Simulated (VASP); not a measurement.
Hf: single point with PBE

The system is Hf.

```
Hf
1.0
     1.60161   -2.77408    0.00000
     1.60161    2.77408    0.00000
     0.00000    0.00000    5.07296
Hf
2
Direct
  0.66667 0.33333 0.25000
  0.33333 0.66667 0.75000
```

```yaml
Program: VASP 6.6.1
Task: single point
Functional: PBE
Potentials_or_basis: VASP PAW PBE potentials, release 64 (Hf_pv)
Cutoff: 520 eV
k_mesh: 12 × 12 × 7
Occupations: fermi-dirac, width 0.1 eV
Spin: no spin polarisation
```

```yaml
Pressure: -0.4 GPa
Band_gap_on_the_k_mesh: zero (bands 10 and 11 overlap by 1.51 eV)
```

Stress tensor (GPa, compression positive):
```
-0.35  0.00  0.00
 0.00 -0.35  0.00
 0.00  0.00 -0.47
```

Levels at points of the mesh, in eV from the Fermi level:
| k point | band 7 | band 8 | band 9 | band 10 | band 11 | band 12 | band 13 | band 14 |
| --- | --- | --- | --- | --- | --- | --- | --- | --- |
| (0.00, 0.00, 0.00) | -7.34 | -3.67 | 0.62 | 1.20 | 1.20 | 1.46 | 2.01 | 2.01 |
| (0.50, 0.00, 0.00) | -3.32 | -2.71 | -2.19 | -0.79 | 0.82 | 0.87 | 1.68 | 5.86 |

Wall time 77 s on 1 thread of Intel Xeon 8259CL, with other jobs on the host, peak memory 0.19 GiB.

Caveat: spin-orbit coupling is left out, which moves the levels of the heavy elements.
